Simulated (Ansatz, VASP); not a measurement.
# GaSb in VASP and in Ansatz

```
Ga Sb
1.0
     0.00000    3.04000    3.04000
     3.04000    0.00000    3.04000
     3.04000    3.04000    0.00000
Ga Sb
1 1
Direct
  0.00000 0.00000 0.00000
  0.75000 0.75000 0.75000
```

Alike in both runs: task single point; functional PBE; k mesh 12 × 12 × 12; occupations gaussian, width 0.1 eV; no spin polarisation.

```csv
,VASP,Ansatz
version,VASP 6.6.1,Ansatz 0.2.0
potentials or method,"VASP PAW PBE potentials, release 64 (Ga_d, Sb), cutoff 520 eV","scalar-relativistic, plane waves, PAW"
valence electrons in the cell,18,28
```

|  | VASP | Ansatz | Ansatz less VASP |
| --- | --- | --- | --- |
| gap on the k mesh at the Fermi level (eV) | 0.17 | 0.17 | -0.003 |
| least direct gap on the mesh (eV) | 0.17 | 0.17 | -0.003 |
| pressure (GPa) | 3.5 | 3.4 | -0.08 |

VASP's potentials hold 18 valence electrons a cell and Ansatz's 28, so a difference there can come from the potentials and not from the codes.

Spin-orbit coupling is off throughout.
